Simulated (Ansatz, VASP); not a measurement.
**Cu3B: VASP beside Ansatz**

```
Cu B
1.0
     2.59627    0.00000    0.00000
    -1.29814    2.24844    0.00000
     0.00000    0.00000    7.26385
Cu B
3 1
Direct
  0.66667 0.33333 0.50000
  0.33333 0.66667 0.20645
  0.33333 0.66667 0.79355
  0.66667 0.33333 0.00000
```

Alike in both runs: functional PBE; k mesh 18 × 18 × 6; occupations gaussian, width 0.1 eV; no spin polarisation.

Ansatz relaxed the structure, and its values are those at the end. VASP's run is a single point on that final structure, the one shown.

|  | VASP | Ansatz |
| --- | --- | --- |
| version | VASP 6.6.1 | Ansatz 0.2.0 |
| potentials or method | VASP PAW PBE potentials, release 64 (Cu, B), cutoff 520 eV | scalar-relativistic, plane waves, PAW |
| valence electrons in the cell | 36 | 60 |

```tsv
	VASP	Ansatz	Ansatz less VASP
gap on the k mesh at the Fermi level (eV)	none	none	-
pressure (GPa)	0.5	0.0	-0.48
rms of the force components (eV/Å)	0.013	0.000	-0.0129
```

A gap of «none» marks a metal or a gap that the smearing closes. With one functional, cell and mesh, what is left measures potentials, basis and numerics. VASP's potentials hold 36 valence electrons a cell and Ansatz's 60, so a difference there can come from the potentials and not from the codes.
